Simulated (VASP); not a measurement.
Here is a VASP 6.6.1 calculation.

File INCAR:

```
PREC = Accurate ; ENCUT = 600
EDIFF = 1E-6 ; ISMEAR = 0
SIGMA = 0.1 ; LREAL = False
LASPH = True ; NELM = 120
ALGO = Normal ; ISIF = 2
LWAVE = False ; LCHARG = True
GGA = PS ; LELF = True
LVHAR = True ; NBANDS = 38
GGA_COMPAT = False
```

The input KPOINTS:

```
regular mesh
0
Gamma
  8 10 6
```

POSCAR

```
SiNi
1.0
    5.0884847413      0.0000000000      0.0000000000
    0.0000000000      3.3583744181      0.0000000000
    0.0000000000      0.0000000000      5.5261916462
Si Ni
4 4
Direct
    0.3214268340      0.7500000000      0.0865580093
    0.1785731660      0.2500000000      0.5865580093
    0.8214268340      0.7500000000      0.4134419907
    0.6785731660      0.2500000000      0.9134419907
    0.0093788364      0.2500000000      0.1873448732
    0.4906211636      0.7500000000      0.6873448732
    0.5093788364      0.2500000000      0.3126551268
    0.9906211636      0.7500000000      0.8126551268
```

Potentials or basis: VASP PAW PBE potentials, release 64 (Si, Ni).

The run is started by

```bash
$ cat potpaw_PBE.64/Si/POTCAR potpaw_PBE.64/Ni/POTCAR > POTCAR
$ mpirun -np 1 vasp_std > vasp.out
```

Q: Estimate the pressure.

A: 0.1 GPa.

Q: Estimate the largest force.

A: 0.013 eV/Å.

Forces on the atoms (eV/Å):
```
Si   0.001  0.000  0.004
Si  -0.001  0.000  0.004
Si   0.001  0.000 -0.004
Si  -0.001  0.000 -0.004
Ni   0.013  0.000 -0.002
Ni  -0.013  0.000 -0.002
Ni   0.013  0.000  0.002
Ni  -0.013  0.000  0.002
```

Caveat: the PAW data sets were made with another functional, which shifts forces and pressure a little. Spin polarisation is off, so any magnetic state and its effect on volume and gap are missing.
